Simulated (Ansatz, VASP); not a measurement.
# Two plane-wave programs on SrO

```
CELL_PARAMETERS angstrom
0.00000 2.59196 2.51573
2.59196 0.00000 2.51573
2.59196 2.59196 0.00000
ATOMIC_POSITIONS crystal
Sr 0.50000 0.50000 0.50000
O 0.00000 0.00000 0.00000
```

Alike in both runs: task single point; functional PBE; k mesh 6 × 6 × 6; occupations gaussian, width 0.05 eV; no spin polarisation.

|  | VASP | Ansatz |
| --- | --- | --- |
| version | VASP 6.6.1 | Ansatz 0.2.0 |
| potentials or method | VASP PAW PBE potentials, release 64 (Sr_sv, O), cutoff 600 eV | plane waves, PAW |
| valence electrons in the cell | 16 | 16 |

```csv
,VASP,Ansatz,Ansatz less VASP
pressure (GPa),4.0,3.5,-0.52
"traceless stress, the component that is largest in VASP (GPa)",3.09,2.93,-0.158
```
